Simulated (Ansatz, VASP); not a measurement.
PbS in VASP and in Ansatz

```
Pb S
1.0
     2.95468   -2.96891    0.28856
     2.95468    2.96891    0.28856
    -0.58360    0.00000    5.92617
Pb S
2 2
Direct
  0.74998 0.74998 0.75000
  0.25002 0.25002 0.25000
  0.25008 0.25008 0.75003
  0.74992 0.74992 0.24997
```

Alike in both runs: task single point; functional PBE; k mesh 6 × 6 × 4; no spin polarisation.

|  | VASP | Ansatz |
| --- | --- | --- |
| version | VASP 6.6.1 | Ansatz 0.2.0 |
| potentials or method | VASP PAW PBE potentials, release 64 (Pb_d, S) | plane waves, PAW |
| plane-wave cutoff (eV) | 520 | 420 |
| occupations | gaussian, width 0.01 eV | fixed |
| valence electrons in the cell | 40 | 40 |

```tsv
	VASP	Ansatz	Ansatz less VASP
gap on the k mesh at the Fermi level (eV)	0.38	0.37	-0.007
```

Neither program's run includes spin-orbit coupling.
